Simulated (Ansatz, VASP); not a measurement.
## One calculation of Ta, two programs

```
Ta
1.0
    -1.65500    1.65500    1.65500
     1.65500   -1.65500    1.65500
     1.65500    1.65500   -1.65500
Ta
1
Direct
  0.00000 0.00000 0.00000
```

Alike in both runs: task relaxation of cell and atoms; functional PBE; k mesh 12 × 12 × 12; occupations gaussian, width 0.1 eV; no spin polarisation.

```csv
,VASP,Ansatz
version,VASP 6.6.1,Ansatz 0.2.0
potentials or method,"VASP PAW PBE potentials, release 64 (Ta_pv)","scalar-relativistic, plane waves, PAW"
plane-wave cutoff (eV),600,420
valence electrons in the cell,11,13
```

Ansatz gave:

| Item | Value |
| --- | --- |
| gap on the k mesh at the Fermi level, each at its own relaxed structure (eV) | none |
| relaxed volume (Å³/atom) | 18.23 |
| relaxed cell length with the largest relative difference (Å) | 2.872 |

Task: Estimate VASP's values.

Result: gap on the k mesh at the Fermi level, each at its own relaxed structure (eV): none; relaxed volume (Å³/atom): 18.24; relaxed cell length with the largest relative difference (Å): 2.872.

A gap of «none» marks a metal or a gap that the smearing closes. VASP's potentials hold 11 valence electrons a cell and Ansatz's 13, so a difference there can come from the potentials and not from the codes.

Spin-orbit coupling is off throughout.
